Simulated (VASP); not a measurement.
**BP: single point with PBE**

The system is BP.

```
CELL_PARAMETERS angstrom
0.00000 2.21161 2.21161
2.21161 0.00000 2.21161
2.21161 2.21161 0.00000
ATOMIC_POSITIONS crystal
B 0.00000 0.00000 0.00000
P 0.25000 0.25000 0.25000
```

This cell differs from its parent crystal: strain -2.5%.

```json
{"Program": "VASP 6.6.1", "Task": "single point", "Functional": "PBE", "Potentials or basis": "VASP PAW PBE potentials, release 64 (B, P)", "Cutoff": "520 eV", "k mesh": "10 × 10 × 10", "Occupations": "fermi-dirac, width 0.02 eV", "Spin": "no spin polarisation", "Dipole correction": "no", "Further INCAR settings": "ALGO = Normal; EDIFF = 1e-06; NBANDS = 11"}
```

The pressure is 15.6 GPa and the band gap on the k mesh is 1.13 eV, indirect (least direct gap 3.53 eV).

Levels at points of the mesh, in eV from the valence-band top:
```
           k point  band 1  band 2  band 3  band 4  band 5  band 6  band 7  band 8
(0.00, 0.00, 0.00)  -16.16    0.00    0.00    0.00    3.53    3.53    3.53    8.57
(0.50, 0.00, 0.00)  -12.54   -9.60   -1.85   -1.85    4.25    4.76    4.76   10.39
(0.50, 0.50, 0.00)  -10.89   -8.99   -4.39   -4.39    1.17    1.59   12.86   12.86
```

Run time: 3.5 s on 1 thread of Intel(R) Xeon(R) 6975P-C (Granite Rapids), with other jobs on the host, peak memory 0.13 GiB.

Caveat: the cell differs from its parent crystal (strain -2.5%). A k mesh can miss the band edges.
